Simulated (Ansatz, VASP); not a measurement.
Ge in VASP and in Ansatz

```
Ge
1.0
     4.11552    0.00000    0.00000
    -2.05776    3.56414    0.00000
     0.00000    0.00000    6.50367
Ge
4
Cartesian
  2.0578 1.1880 0.4096
  0.0000 2.3761 3.6614
  2.0578 1.1880 2.8422
  0.0000 2.3761 6.0941
```

Change from the starting cell: strain +0.030 along x and y, -0.015 along z, atoms carried along.

Alike in both runs: task single point; functional r2SCAN; k mesh 12 × 12 × 6; occupations gaussian, width 0.03 eV; no spin polarisation.

|  | VASP | Ansatz |
| --- | --- | --- |
| version | VASP 6.6.1 | Ansatz 0.2.0 |
| potentials or method | VASP PAW PBE potentials, release 64 (Ge_d), cutoff 520 eV | scalar-relativistic, plane waves, PAW |
| valence electrons in the cell | 56 | 56 |

|  | VASP | Ansatz | Ansatz less VASP |
| --- | --- | --- | --- |
| gap on the k mesh at the Fermi level (eV) | none | none | - |
| pressure (GPa) | -2.5 | -2.6 | -0.07 |
| traceless stress, the component that is largest in VASP (GPa) | 5.14 | 5.13 | -0.014 |
| rms of the force components (eV/Å) | 0.233 | 0.233 | -0.0004 |

VASP's potentials were made for PBE, not for r2SCAN. Atom by atom the forces differ by 0.000 eV/Å (rms over components). A gap of «none» marks a metal or a gap that the smearing closes. With one functional, cell and mesh, what is left measures potentials, basis and numerics.
